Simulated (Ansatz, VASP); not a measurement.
# One calculation of Ti, two programs

```
Ti
1.0
     2.86280    0.00000    0.00000
    -1.43140    2.47943   -0.01594
     0.00000   -0.02924    4.61791
Ti
2
Direct
  0.34887 0.69773 0.30059
  0.65113 0.30227 0.69941
```

Alike in both runs: task single point; functional PBE; k mesh 14 × 14 × 8; occupations gaussian, width 0.1 eV; no spin polarisation.

|  | VASP | Ansatz |
| --- | --- | --- |
| version | VASP 6.6.1 | Ansatz 0.2.0 |
| potentials or method | VASP PAW PBE potentials, release 64 (Ti_sv), cutoff 520 eV | scalar-relativistic, plane waves, PAW |
| valence electrons in the cell | 24 | 24 |

```tsv
	VASP	Ansatz	Ansatz less VASP
gap on the k mesh at the Fermi level (eV)	none	none	-
pressure (GPa)	17.7	18.0	+0.31
traceless stress, the component that is largest in VASP (GPa)	-5.93	-5.80	+0.136
rms of the force components (eV/Å)	2.172	2.169	-0.0030
```

Atom by atom the forces differ by 0.014 eV/Å (rms over components). A gap of «none» marks a metal or a gap that the smearing closes. With one functional, cell and mesh, what is left measures potentials, basis and numerics.
